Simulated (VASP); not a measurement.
CdH2O2, 5 atoms in the cell. Symmetry: P-3m1, No. 164, trigonal system. Conventional cell: a = 3.463 Å, b = 3.463 Å, c = 4.713 Å, α = 90.00°, β = 90.00°, γ = 120.00°. Cd (site symmetry -3m) has 6 O at 2.30 Å and 6 H at 2.91 Å within 3.0 Å. Within 1.3 Å of H (site symmetry 3m) lie 1 O at 0.98 Å. O (site symmetry 3m) has 1 H at 0.98 Å within 1.3 Å.  This cell differs from its parent crystal: strain -0.015 along x and y, +0.015 along z.

- Program: VASP 6.6.1
- Task: single point
- Functional: PBEsol
- Potentials or basis: VASP PAW PBE potentials, release 64 (Cd, H, O)
- Cutoff: 520 eV
- k mesh: 9 × 9 × 6
- Occupations: gaussian, width 0.05 eV
- Spin: no spin polarisation
- Dipole correction: no
- Further INCAR settings: ALGO = Normal; EDIFF = 1e-06; NBANDS = 21

Potentials or basis: VASP PAW PBE potentials, release 64 (Cd, H, O).

Run with:

```bash
$ cat potpaw_PBE.64/Cd/POTCAR potpaw_PBE.64/H/POTCAR potpaw_PBE.64/O/POTCAR > POTCAR
$ mpirun -np 1 vasp_std > vasp.out
```

Hardware: 1 thread of Intel(R) Xeon(R) Platinum 8488C (Sapphire Rapids), on a shared host.

Question: Estimate the wall time of this run.

Answer: Run time: 42 s on 1 thread of Intel(R) Xeon(R) Platinum 8488C (Sapphire Rapids), with other jobs on the host, peak memory 0.21 GiB. Counts: scf iterations 14, k points 62.
